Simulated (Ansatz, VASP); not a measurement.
## Two plane-wave programs on Te2Mo

Contents of POSCAR:

```
Te2Mo
1.0
    3.4207231161      0.0000000000      0.0000000000
   -1.7103615580      2.9624331178      0.0000000000
    0.0000000000      0.0000000000     15.0645680074
Te Mo
4 2
Direct
    0.3333333333      0.6666666667      0.6275864514
    0.6666666667      0.3333333333      0.1275864514
    0.6666666667      0.3333333333      0.3724135486
    0.3333333333      0.6666666667      0.8724135486
    0.3333333333      0.6666666667      0.2500000000
    0.6666666667      0.3333333333      0.7500000000
```

INCAR.step1

```
SYSTEM = Te2Mo
ALGO = Normal ; EDIFF = 1E-4
ENCUT = 520 ; GGA = PE
ISMEAR = 0 ; LASPH = .TRUE.
LCHARG = .FALSE. ; LREAL = .FALSE.
LWAVE = .TRUE. ; NBANDS = 35
NELM = 80 ; PREC = Accurate
SIGMA = 0.02
```

INCAR.step2

```
SYSTEM = Te2Mo
ALGO = Normal ; EDIFF = 1E-6
ENCUT = 520 ; ISIF = 2
ISMEAR = 0 ; ISTART = 1
LASPH = .TRUE. ; LCHARG = .TRUE.
LELF = .TRUE. ; LMIXTAU = .TRUE.
LREAL = .FALSE. ; LVHAR = .TRUE.
LWAVE = .FALSE. ; METAGGA = R2SCAN
NBANDS = 35 ; NELM = 80
PREC = Accurate ; SIGMA = 0.02
```

File KPOINTS:

```
k-points
0
G
  12 12 2
  0 0 0
```

Input for Ansatz:

```yaml
crystal:
  lattice:
    - [3.4207231161, 0.0, 0.0]
    - [-1.710361558, 2.9624331178, 0.0]
    - [0.0, 0.0, 15.0645680074]
  atoms:
    - { symbol: Te, position: [0.3333333333, 0.6666666667, 0.6275864514] }
    - { symbol: Te, position: [0.6666666667, 0.3333333333, 0.1275864514] }
    - { symbol: Te, position: [0.6666666667, 0.3333333333, 0.3724135486] }
    - { symbol: Te, position: [0.3333333333, 0.6666666667, 0.8724135486] }
    - { symbol: Mo, position: [0.3333333333, 0.6666666667, 0.25] }
    - { symbol: Mo, position: [0.6666666667, 0.3333333333, 0.75] }
basis:
  ecutwfc: 500
kpoints:
  mp_grid: { grid: [12, 12, 2] }
  band_path: { path: [VBM, CBM], npoints: 2 }
hamiltonian:
  xc: r2scan
scf:
  occupations: { method: gaussian, width: 0.02 }
output:
  forces: true
  stress: true
  eigenvalues: true
checkpoint:
  read: start.run
  write: ck
  compress: false
  write_wavefunctions: false
  write_every: 100000
```

Alike in both runs: task single point; functional r2SCAN; k mesh 12 × 12 × 2; occupations gaussian, width 0.02 eV; no spin polarisation.

|  | VASP | Ansatz |
| --- | --- | --- |
| version | VASP 6.6.1 | Ansatz 0.2.0 |
| potentials or method | VASP PAW PBE potentials, release 64 (Te, Mo_sv), cutoff 520 eV | scalar-relativistic, plane waves, PAW |
| valence electrons in the cell | 52 | 92 |

|  | VASP | Ansatz | Ansatz less VASP |
| --- | --- | --- | --- |
| gap on the k mesh at the Fermi level (eV) | 0.94 | 0.94 | -0.005 |
| least direct gap on the mesh (eV) | 1.35 | 1.35 | -0.005 |
| pressure (GPa) | 4.6 | 4.5 | -0.12 |
| traceless stress, the component that is largest in VASP (GPa) | -4.41 | -4.46 | -0.055 |
| rms of the force components (eV/Å) | 0.012 | 0.000 | -0.0116 |

VASP's potentials were made for PBE, not for r2SCAN. Atom by atom the forces differ by 0.012 eV/Å (rms over components). VASP's potentials hold 52 valence electrons a cell and Ansatz's 92, so a difference there can come from the potentials and not from the codes.

Spin-orbit coupling is off throughout.
